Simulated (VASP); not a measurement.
Crystal: Hf.

```xyz
2
Lattice="3.1967 0.0000 0.0000 -1.5983 2.7684 0.0000 0.0000 0.0000 5.0578" Properties=species:S:1:pos:R:3 pbc="T T T"
Hf    1.5984    0.9228    3.7934
Hf    0.0000    1.8456    1.2645
```

Base run:

| Quantity | Value |
| --- | --- |
| Program | VASP 6.6.1 |
| Functional | RPBE |
| Potentials or basis | VASP PAW PBE potentials, release 64 (Hf_pv) |
| Cutoff | 520 eV |
| k mesh | 10 × 10 × 5 |
| Occupations | fermi-dirac, width 0.01 eV |
| Spin | non-collinear spin, zero start, spin-orbit coupling |
| Starting moments | [[0.0, 0.0, 0.0], [0.0, 0.0, 0.0]] μB |

Its results: pressure 2.6 GPa; net moment 0.00 μB per cell.

**Question.** The run is repeated on the same cell with these changes: functional from RPBE to PBE; dispersion from none to D4. What comes out?

**Answer.** Pressure -1.8 GPa; net moment 0.00 μB per cell.

Several settings changed at once.

Caveats: the PAW data sets were made with another functional, which shifts forces and pressure a little (at least some runs).
